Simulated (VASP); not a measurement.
# BP (I-4m2) in VASP: notebook

BP is run at these levels: PBE, r2SCAN; tasks: single point.

Program: VASP 6.6.1. These are calculated values, not measurements. Logs are shortened: lines on timing, memory, paths and dates and some standing lists are left out, and cuts for length are marked.

## 1. The cell of the first run

It takes space group I-4m2 (No. 119, tetragonal). Conventional cell: a = 3.240 Å, b = 3.240 Å, c = 4.518 Å, α = 90.00°, β = 90.00°, γ = 90.00°. Within 2.6 Å of B (site symmetry -4m2) lie 4 P at 1.97 Å. Within 2.6 Å of P (site symmetry -4m2) lie 4 B at 1.97 Å.

## 2. Single point, PBE (epitaxial xy strain +1.0%)

The input, INCAR:

```
SYSTEM = BP
ALGO     = Normal         ! electronic algorithm
EDIFF    = 1E-7           ! SCF threshold, eV
ENCUT    = 520            ! plane-wave cutoff, eV
GGA      = PE             ! functional
ISIF     = 2              ! what is computed and relaxed
ISMEAR   = -1             ! smearing method
LASPH    = .TRUE.         ! aspherical terms in the spheres
LCHARG   = .FALSE.        ! write CHGCAR
LREAL    = .FALSE.        ! projectors in reciprocal space
LWAVE    = .FALSE.        ! write WAVECAR
NBANDS   = 11             ! bands
NELM     = 80             ! most SCF steps
PREC     = Accurate       ! precision mode
SIGMA    = 0.02           ! smearing width, eV
```

The input, KPOINTS:

```
k-points
0
G
  10 10 10
  0 0 0
```

The input, POSCAR:

```
BP
1.0
    0.0000000000      2.2909988256      2.2590883222
    2.2909988256      0.0000000000      2.2590883222
    2.2909988256      2.2909988256      0.0000000000
B P
1 1
Direct
    0.0000000000      0.0000000000      0.0000000000
    0.2500000000      0.2500000000      0.2500000000
```

Potentials or basis: VASP PAW PBE potentials, release 64 (B, P).

The run is started by

```sh
$ cat potpaw_PBE.64/B/POTCAR potpaw_PBE.64/P/POTCAR > POTCAR
$ mpirun -np 1 vasp_std > vasp.out
```

OUTCAR:

```text
SYSTEM = BP
   EDIFF = 1E-7
   ENCUT = 520
   GGA = PE
   ISIF = 2
   ISMEAR = -1
   LASPH = .TRUE.
   LREAL = .FALSE.
   NELM = 80
   PREC = Accurate

 ion  position               nearest neighbor table
   1  0.000  0.000  0.000-   2 1.97   2 1.97   2 1.97   2 1.97
   2  0.250  0.250  0.250-   1 1.97   1 1.97   1 1.97   1 1.97

  LATTYP: Found a body centered tetragonal cell.
 ALAT       =     3.2399616105
 C/A-ratio  =     1.3945154874

  Lattice vectors:

 A1 = (   0.0000000000,  -2.2909988256,  -2.2590883222)
 A2 = (   0.0000000000,   2.2909988256,  -2.2590883222)
 A3 = (   2.2909988256,   0.0000000000,   2.2590883222)

Analysis of symmetry for initial positions (statically):
=====================================================================
 Subroutine PRICEL returns:
 Original cell was already a primitive cell.

 Routine SETGRP: Setting up the symmetry group for a
 body centered tetragonal supercell.

 Subroutine GETGRP returns: Found  8 space group operations
 (whereof  8 operations were pure point group operations)
 out of a pool of 16 trial point group operations.

The static configuration has the point symmetry D_2d.

Analysis of symmetry for dynamics (positions and initial velocities):
=====================================================================
 Subroutine PRICEL returns:
 Original cell was already a primitive cell.

 Routine SETGRP: Setting up the symmetry group for a
 body centered tetragonal supercell.

 Subroutine GETGRP returns: Found  8 space group operations
 (whereof  8 operations were pure point group operations)
 out of a pool of 16 trial point group operations.

The dynamic configuration has the point symmetry D_2d.

 Subroutine INISYM returns: Found  8 space group operations
 (whereof  8 operations are pure point group operations),
 and found     1 'primitive' translations

----------------------------------------------------------------------------------------

                                     Primitive cell

  volume of cell :      23.7144

  direct lattice vectors                    reciprocal lattice vectors
     0.000000000  2.290998826  2.259088322    -0.218245420  0.218245420  0.221328221
     2.290998826  0.000000000  2.259088322     0.218245420 -0.218245420  0.221328221
     2.290998826  2.290998826  0.000000000     0.218245420  0.218245420 -0.221328221

  length of vectors
     3.217476599  3.217476599  3.239961611     0.379800353  0.379800353  0.379800353

  position of ions in fractional coordinates (direct lattice)
     0.000000000  0.000000000  0.000000000
     0.250000000  0.250000000  0.250000000

  ion indices of the primitive-cell ions
   primitive index   ion index
                 1           1
                 2           2

----------------------------------------------------------------------------------------

 KPOINTS: k-points

Automatic generation of k-mesh.
 Grid dimensions read from file:
 generate k-points for:   10   10   10

 Generating k-lattice:

  Cartesian coordinates                     Fractional coordinates (reciprocal lattice)
    -0.021824542  0.021824542  0.022132822     0.100000000 -0.000000000  0.000000000
     0.021824542 -0.021824542  0.022132822    -0.000000000  0.100000000  0.000000000
     0.021824542  0.021824542 -0.022132822     0.000000000  0.000000000  0.100000000

  Length of vectors
     0.037980035  0.037980035  0.037980035

  Shift w.r.t. Gamma in fractional coordinates (k-lattice)
     0.000000000  0.000000000  0.000000000

 Subroutine IBZKPT returns following result:
 ===========================================

 Found    102 irreducible k-points:

 Following reciprocal coordinates:
            Coordinates               Weight
  0.000000  0.000000  0.000000      1.000000
  0.100000  0.000000  0.000000      8.000000
  0.200000  0.000000  0.000000      8.000000
  0.300000  0.000000  0.000000      8.000000
  0.400000  0.000000  0.000000      8.000000
  0.500000  0.000000  0.000000      4.000000
[... 16 lines left out ...]
  0.300000  0.300000  0.000000      2.000000
  0.400000  0.300000  0.000000      8.000000
 [... further k-points ...]
   k-points           NKPTS =    102   k-points in BZ     NKDIM =    102   number of bands    NBANDS=     11
   number of dos      NEDOS =    301   number of ions     NIONS =      2
   total plane-waves  NPLWV =  13824
   dimension x,y,z NGX =    24 NGY =   24 NGZ =   24
   dimension x,y,z NGXF=    48 NGYF=   48 NGZF=   48
   ions per type =               1   1
   NGX,Y,Z   is equivalent  to a cutoff of  12.40, 12.40, 12.31 a.u.
   NGXF,Y,Z  is equivalent  to a cutoff of  24.80, 24.80, 24.63 a.u.
 SYSTEM =  BP
   PREC   = accura    normal or accurate (medium, high low for compatibility)
   ISTART =      0    job   : 0-new  1-cont  2-samecut
   ICHARG =      2    charge: 1-file 2-atom 10-const
   ISPIN  =      1    spin polarized calculation?
   LNONCOLLINEAR =      F non collinear calculations
   LSORBIT =      F    spin-orbit coupling
   LASPH  =      T    aspherical Exc in radial PAW
   ENCUT  =  520.0 eV  38.22 Ry    6.18 a.u.   5.98  5.98  6.02*2*pi/ulx,y,z
   NELM   =     80;   NELMIN=  2; NELMDL= -5     # of ELM steps
   EDIFF  = 0.1E-06   stopping-criterion for ELM
   LREAL  =      F    real-space projection
   EDIFFG = 0.1E-05   stopping-criterion for IOM
   NSW    =      0    number of steps for IOM
   IBRION =     -1    ionic relax: 0-MD 1-quasi-New 2-CG
   NFREE  =      0    steps in history (QN), initial steepest desc. (CG)
   ISIF   =      2    stress and relaxation
   ISYM   =      2    0-nonsym 1-usesym 2-fastsym
   POTIM  = 0.5000    time-step for ionic-motion
   TEBEG  =    0.0;   TEEND  =   0.0 temperature during run
   PSTRESS=    0.0 pullay stress
   NELECT =       8.0000    total number of electrons
   NUPDOWN=      -1.0000    fix difference up-down
   EMIN   =  10.00;   EMAX   =-10.00  energy-range for DOS
   EFERMI =   0.00;   METHOD = LEGACY
   ISMEAR =    -1;   SIGMA  =   0.02  broadening in eV -4-tet -1-fermi 0-gaus
   EFERMI_NEDOS =   21; number of points for ismear=-14 and -15
   IALGO  =     38    algorithm
   IMIX   =      4    mixing-type and parameters
     AMIX     =   0.40;   BMIX     =  1.00
     AMIX_MAG =   1.60;   BMIX_MAG =  1.00
  volume/ion in A,a.u.               =      11.86        80.02
  Fermi-wavevector in a.u.,A,eV,Ry     =   1.139639  2.153605 17.670925  1.298776
  Thomas-Fermi vector in A             =   2.276342
   LORBIT       =      0    0 simple, 1 ext, 2 COOP (PROOUT), +10 PAW based schemes
   GGA     = PE    functional components
   LHFCALC =     F    Hartree Fock is set to
   AEXX    =    0.0000 exact exchange contribution
   IVDW    =     0    specifies the selected vdW correction
   LEPSILON=     F    determine dielectric tensor
   LRPA    =     F    only Hartree local field effects (RPA)
 non-spin polarized calculation
  energy-cutoff  :      520.00
  volume of cell :       23.71
 maximum number of plane-waves:       650
   NGX = 11   NGY = 11   NGZ = 13

 number of electron       8.0000000 magnetization

 Free energy of the ion-electron system (eV)
  ---------------------------------------------------
  ext. energy  EPLUGINS =         0.00000000
  ---------------------------------------------------
  free energy    TOTEN  =       -12.92741336 eV

  energy without entropy =      -12.92741336  energy(sigma->0) =      -12.92741336

 E-fermi :   7.7666     XC(G=0): -10.8433

 val. band max:        7.3470172642   @ k =   0.0000   0.0000   0.0000
 cond. band min:       8.3976710299   @ k =   0.4000   0.4000   0.0000
 fundamental gap:      1.0506537657
 Fermi energy:         7.7666160111

 k-point     1 :       0.0000    0.0000    0.0000
  band No.  band energies     occupation
      1      -8.0704      2.00000
      2       7.2129      2.00000
      3       7.2129      2.00000
      4       7.3470      2.00000
      5      10.5844      0.00000
      6      10.6644      0.00000
      7      10.6644      0.00000
      8      14.4026      0.00000
      9      18.6711      0.00000
     10      19.1623      0.00000
     11      19.5207      0.00000

 k-point     2 :       0.1000    0.0000    0.0000
  band No.  band energies     occupation
      1      -7.8924      2.00000
      2       5.9641      2.00000
      3       6.9173      2.00000
      4       7.0185      2.00000
      5      10.9757      0.00000
      6      11.0632      0.00000
      7      11.0999      0.00000
      8      14.9395      0.00000
      9      18.5204      0.00000
     10      18.8113      0.00000
     11      19.2336      0.00000

 k-point     3 :       0.2000    0.0000    0.0000
  band No.  band energies     occupation
      1      -7.3656      2.00000
      2       3.6465      2.00000
      3       6.3528      2.00000
      4       6.4756      2.00000
      5      11.2124      0.00000
      6      11.7552      0.00000
      7      11.7670      0.00000
      8      16.1559      0.00000
      9      17.9897      0.00000
     10      18.1552      0.00000
     11      20.0932      0.00000

 k-point     4 :       0.3000    0.0000    0.0000
  band No.  band energies     occupation
      1      -6.5202      2.00000
      2       1.3133      2.00000
      3       5.8554      2.00000
      4       6.0040      2.00000
      5      11.1028      0.00000
      6      12.0520      0.00000
      7      12.1427      0.00000
      8      17.1297      0.00000
      9      18.6318      0.00000
     10      18.6339      0.00000
     11      20.3391      0.00000

 k-point     5 :       0.4000    0.0000    0.0000
  band No.  band energies     occupation
      1      -5.4712      2.00000
      2      -0.6797      2.00000
      3       5.5383      2.00000
      4       5.7062      2.00000
      5      10.9761      0.00000
      6      11.9707      0.00000
      7      12.1151      0.00000
      8      17.3614      0.00000
      9      20.2241      0.00000
     10      20.3552      0.00000
     11      21.2225      0.00000
[... 211 lines left out ...]
 k-point    21 :      -0.3000    0.2000    0.0000
  band No.  band energies     occupation
      1      -5.2672      2.00000
      2       0.3839      2.00000
      3       2.7319      2.00000
      4       5.2639      2.00000
      5      11.0122      0.00000
      6      13.3397      0.00000
      7      14.1871      0.00000
      8      16.5309      0.00000
      9      17.5912      0.00000
     10      19.6814      0.00000
     11      24.1499      0.00000

 k-point    22 :      -0.2000    0.2000    0.0000
  band No.  band energies     occupation
      1      -6.2475      2.00000
      2       2.0840      2.00000
      3       3.2111      2.00000
      4       5.9358      2.00000
      5      11.5829      0.00000
      6      12.5464      0.00000
      7      13.6796      0.00000
      8      15.5225      0.00000
      9      16.6995      0.00000
     10      20.6744      0.00000
     11      22.7907      0.00000

 k-point    23 :       0.3000    0.3000    0.0000
  band No.  band energies     occupation
      1      -5.9453      2.00000
      2       2.5451      2.00000
      3       4.0003      2.00000
      4       4.0003      2.00000
      5       8.6807      0.00000
      6      11.1422      0.00000
      7      16.0347      0.00000
      8      16.0347      0.00000
      9      20.2439      0.00000
     10      21.4492      0.00000
     11      23.7200      0.00000

 k-point    24 :       0.4000    0.3000    0.0000
  band No.  band energies     occupation
      1      -5.1220      2.00000
      2       1.1981      2.00000
      3       3.2305      2.00000
      4       3.7021      2.00000
      5       8.9641      0.00000
      6      10.8023      0.00000
      7      16.6325      0.00000
      8      16.6416      0.00000
      9      21.1905      0.00000
     10      22.3752      0.00000
     11      24.1970      0.00000

 [... further k-points ...]
[... 5 lines left out ...]
  --------------------------------------------------------------------------------------
  -------------------------------------------------------------------------------------
  Total       -0.4022563     -0.4022563      0.1369422      0.0000000      0.0000000      0.0000000
  in kB      -27.1769374    -27.1769374      9.2519862      0.0000000      0.0000000      0.0000000
  external PRESSURE =     -15.0339629 kB  Pullay stress =       0.0000000 kB

 VOLUME and BASIS-vectors are now :
 -----------------------------------------------------------------------------
  energy-cutoff  :      520.00
  volume of cell :       23.71
      direct lattice vectors                 reciprocal lattice vectors
     0.000000000  2.290998826  2.259088322    -0.218245420  0.218245420  0.221328221
     2.290998826  0.000000000  2.259088322     0.218245420 -0.218245420  0.221328221
     2.290998826  2.290998826  0.000000000     0.218245420  0.218245420 -0.221328221

 POSITION                                       TOTAL-FORCE (eV/Angst)
 -----------------------------------------------------------------------------------
      0.00000      0.00000      0.00000        -0.000000     -0.000000     -0.000000
      1.14550      1.14550      1.12954         0.000000      0.000000      0.000000
 -----------------------------------------------------------------------------------
    total drift:                                0.000000      0.000000      0.000000

  FREE ENERGIE OF THE ION-ELECTRON SYSTEM (eV)
  ---------------------------------------------------
  free  energy   TOTEN  =       -12.9274133648 eV

  energy  without entropy=      -12.9274133648  energy(sigma->0) =      -12.92741336
```

Wall time 13 s (1 thread of Intel Xeon Platinum 8488C (Sapphire Rapids), shared host); peak memory 0.15 GiB.

Results:

| Item | Value |
| --- | --- |
| Free energy | -12.9274 eV |
| Pressure | -1.5 GPa |
| Band gap on the k mesh | 1.05 eV, indirect (least direct gap 3.24 eV) |

Stress tensor (GPa, compression positive):
```
-2.72  0.00  0.00
 0.00 -2.72  0.00
 0.00  0.00  0.93
```

Levels at points of the mesh, in eV from the valence-band top:
```
           k point  band 1  band 2  band 3  band 4  band 5  band 6  band 7  band 8
(0.00, 0.00, 0.00)  -15.42   -0.13   -0.13    0.00    3.24    3.32    3.32    7.06
(0.50, 0.00, 0.00)  -12.15   -9.02   -1.92   -1.74    3.58    4.55    4.71    9.99
(0.50, 0.50, 0.00)  -10.55   -8.51   -4.24   -4.24    1.17    1.45   11.89   11.89
(0.50, 0.00, 0.50)  -10.69   -8.64   -4.12   -4.09    1.32    1.65   11.75   12.03
```

Caveat: the cell differs from its parent crystal (epitaxial xy strain +1.0%). A k mesh can miss the band edges.

## 3. Single point, PBE (epitaxial xy strain +2.0%)

The input, INCAR:

```
ALGO     = Normal         # electronic algorithm
EDIFF    = 1E-6           # SCF threshold, eV
ENCUT    = 520            # plane-wave cutoff, eV
GGA      = PE             # functional
ISIF     = 2              # what is computed and relaxed
ISMEAR   = -1             # smearing method
LASPH    = True           # aspherical terms in the spheres
LCHARG   = True           # write CHGCAR
LELF     = True           # ELF
LREAL    = False          # projectors in reciprocal space
LVHAR    = True         
LWAVE    = False          # write WAVECAR
NBANDS   = 11             # bands
NELM     = 60             # most SCF steps
PREC     = Accurate       # precision mode
SIGMA    = 0.02           # smearing width, eV
```

The input, KPOINTS:

```
k-points
0
Gamma
  10 10 10
```

The input, POSCAR:

```
BP
1.0
    0.0000000000      2.3136819823      2.2498250669
    2.3136819823      0.0000000000      2.2498250669
    2.3136819823      2.3136819823      0.0000000000
B P
1 1
Direct
    0.0000000000      0.0000000000      0.0000000000
    0.2500000000      0.2500000000      0.2500000000
```

Potentials or basis: VASP PAW PBE potentials, release 64 (B, P).

The run is started by

```sh
$ cat potpaw_PBE.64/B/POTCAR potpaw_PBE.64/P/POTCAR > POTCAR
$ mpirun -np 1 vasp_std > vasp.out
```

It took 11 s on 1 thread of Intel Xeon Platinum 8488C (Sapphire Rapids), shared host; peak memory 0.14 GiB.

The run converged. Its results:

```yaml
Free_energy: -12.9139 eV
Pressure: -3.9 GPa
Band_gap_on_the_k_mesh: 0.87 eV, indirect (least direct gap 3.08 eV)
```

Stress tensor (GPa, compression positive):
```
-6.22  0.00  0.00
 0.00 -6.22  0.00
 0.00  0.00  0.81
```

Levels at points of the mesh, in eV from the valence-band top:
| k point | band 1 | band 2 | band 3 | band 4 | band 5 | band 6 | band 7 | band 8 |
| --- | --- | --- | --- | --- | --- | --- | --- | --- |
| (0.00, 0.00, 0.00) | -15.37 | -0.26 | -0.26 | 0.00 | 3.08 | 3.24 | 3.24 | 6.73 |
| (0.50, 0.00, 0.00) | -12.16 | -8.99 | -2.06 | -1.72 | 3.35 | 4.39 | 4.73 | 9.85 |
| (0.50, 0.50, 0.00) | -10.50 | -8.44 | -4.36 | -4.36 | 1.01 | 1.26 | 11.66 | 11.66 |
| (0.50, 0.00, 0.50) | -10.76 | -8.68 | -4.11 | -4.05 | 1.32 | 1.64 | 11.37 | 11.90 |

Caveat: the cell differs from its parent crystal (epitaxial xy strain +2.0%). A k mesh can miss the band edges.

## 4. Single point, r2SCAN (epitaxial xy strain -4.0%)

The input, POSCAR:

```
BP
1.0
    0.0000000000      2.1775830422      2.3052611178
    2.1775830422      0.0000000000      2.3052611178
    2.1775830422      2.1775830422      0.0000000000
B P
1 1
Direct
    0.0000000000      0.0000000000      0.0000000000
    0.2500000000      0.2500000000      0.2500000000
```

The input, INCAR.step1:

```
SYSTEM = BP
PREC = Accurate
ENCUT = 520
ISMEAR = 0
SIGMA = 0.01
LREAL = .False.
LASPH = .True.
NELM = 100
NBANDS = 11
GGA = PE
ALGO = Normal
EDIFF = 1E-4
LWAVE = .True.
LCHARG = .False.
```

The input, INCAR.step2:

```
SYSTEM = BP
PREC = Accurate
ENCUT = 520
EDIFF = 1E-6
ISMEAR = 0
SIGMA = 0.01
LREAL = .False.
LASPH = .True.
NELM = 100
ALGO = Normal
ISIF = 2
LWAVE = .False.
LCHARG = .False.
METAGGA = R2SCAN
LMIXTAU = .True.
NBANDS = 11
ISTART = 1
```

The input, KPOINTS:

```
regular mesh
0
Gamma
  10 10 10
  0 0 0
```

The run is started by

```sh
$ cat potpaw_PBE.64/B/POTCAR potpaw_PBE.64/P/POTCAR > POTCAR
$ cp INCAR.step1 INCAR
$ mpirun -np 1 vasp_std > vasp.out
$ cp INCAR.step2 INCAR
$ mpirun -np 1 vasp_std > vasp.out
```

Wall time 38 s (1 thread of Intel Xeon Platinum 8488C (Sapphire Rapids), shared host); peak memory 0.15 GiB.

Results (log left out):

```yaml
Free_energy: -17.2130 eV
Pressure: 11.9 GPa
Band_gap_on_the_k_mesh: 0.89 eV, indirect (least direct gap 3.44 eV)
```

Stress tensor (GPa, compression positive):
```
18.14  0.00  0.00
 0.00 18.14  0.00
 0.00  0.00 -0.66
```

Levels at points of the mesh, in eV from the valence-band top:
```csv
k point,band 1,band 2,band 3,band 4,band 5,band 6,band 7,band 8,band 9
"(0.00, 0.00, 0.00)",-17.11,-0.66,0.00,0.00,3.44,3.44,3.77,8.79,11.73
"(0.50, 0.00, 0.00)",-13.34,-10.22,-2.60,-1.74,3.70,5.18,5.18,11.00,15.33
"(0.50, 0.50, 0.00)",-12.00,-10.08,-4.36,-4.36,1.64,2.24,13.53,13.53,16.54
"(0.50, 0.00, 0.50)",-11.36,-9.52,-5.09,-4.95,0.98,1.34,12.62,14.08,16.47
```

Caveat: the cell differs from its parent crystal (epitaxial xy strain -4.0%); the PAW data sets were made with another functional, which shifts forces and pressure a little. A k mesh can miss the band edges.

(Continued in part 2 of 2.)
